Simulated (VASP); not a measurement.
Runs of VASP 6.6.1 on MgO. The structure is that of space group P6_3mc (No. 186), or close to it. The cells are those of the table. 

```csv
level,cell,k mesh,smearing,grid for exact exchange (PRECFOCK),screening parameter,gap on the mesh (eV),pressure (GPa),largest force (eV/Å)
r2SCAN,"a = 3.338, b = 3.338, c = 4.852 Å, angles 90.0, 90.0, 120.0°, 4 atoms",12 × 12 × 6,gaussian 0.01 eV,-,-,(d),-1.1,0.01
r2SCAN,"a = 3.288, b = 3.288, c = 4.934 Å, angles 90.0, 90.0, 120.0°, 4 atoms",12 × 12 × 6,gaussian 0.01 eV,-,-,4.24,(c),-
PBE,"a = 3.338, b = 3.338, c = 4.852 Å, angles 90.0, 90.0, 120.0°, 4 atoms",12 × 12 × 6,fermi-dirac 0.02 eV,-,-,3.37,3.1,0.02
PBE,"a = 3.387, b = 3.387, c = 5.185 Å, angles 90.0, 90.0, 120.0°, 4 atoms",12 × 12 × 6,fermi-dirac 0.02 eV,-,-,3.09,-6.2,0.02
HSE06,"a = 3.338, b = 3.338, c = 4.852 Å, angles 90.0, 90.0, 120.0°, 4 atoms",6 × 6 × 4,gaussian 0.01 eV,Normal,0.2079 1/Å,4.95,-0.6,0.01
r2SCAN,"a = 3.387, b = 3.387, c = 5.185 Å, angles 90.0, 90.0, 120.0°, 4 atoms",12 × 12 × 6,gaussian 0.01 eV,-,-,(a),(b),-
```

Alike in all rows: task single point; potentials or basis VASP PAW PBE potentials, release 64 (Mg, O); no spin polarisation; cutoff (eV) 520.

Question: Estimate the missing entries.

Answer: (a) 3.73; (b) -10.0; (c) 1.7; (d) 4.04.

Caveats: the PAW data sets were made with another functional, which shifts forces and pressure a little (some runs).

A k mesh can miss the band edges.
